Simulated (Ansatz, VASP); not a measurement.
Sc: VASP beside Ansatz

```
CELL_PARAMETERS angstrom
3.29122 0.00000 0.00000
-1.64561 2.85028 0.00000
0.00000 0.00000 5.33257
ATOMIC_POSITIONS crystal
Sc 0.33333 0.66667 0.25000
Sc 0.66667 0.33333 0.75000
```

Alike in both runs: task single point; functional LDA; k mesh 6 × 6 × 4; occupations gaussian, width 0.1 eV; no spin polarisation.

|  | VASP | Ansatz |
| --- | --- | --- |
| version | VASP 6.6.1 | Ansatz 0.2.0 |
| potentials or method | VASP PAW LDA potentials, release 64 (Sc_sv), cutoff 520 eV | scalar-relativistic, plane waves, PAW |
| valence electrons in the cell | 22 | 22 |

|  | VASP | Ansatz | Ansatz less VASP |
| --- | --- | --- | --- |
| gap on the k mesh at the Fermi level (eV) | none | none | - |
| pressure (GPa) | -5.3 | -5.4 | -0.02 |
| traceless stress, the component that is largest in VASP (GPa) | -2.23 | -2.20 | +0.027 |

Ansatz warns that its potentials were made for another functional, while VASP's fit it. LDA's correlation is that of Perdew and Zunger in VASP and of Perdew and Wang (1992) in Ansatz. A gap of «none» marks a metal or a gap that the smearing closes.

The k mesh is coarse, so the values compare programs but aren't converged.
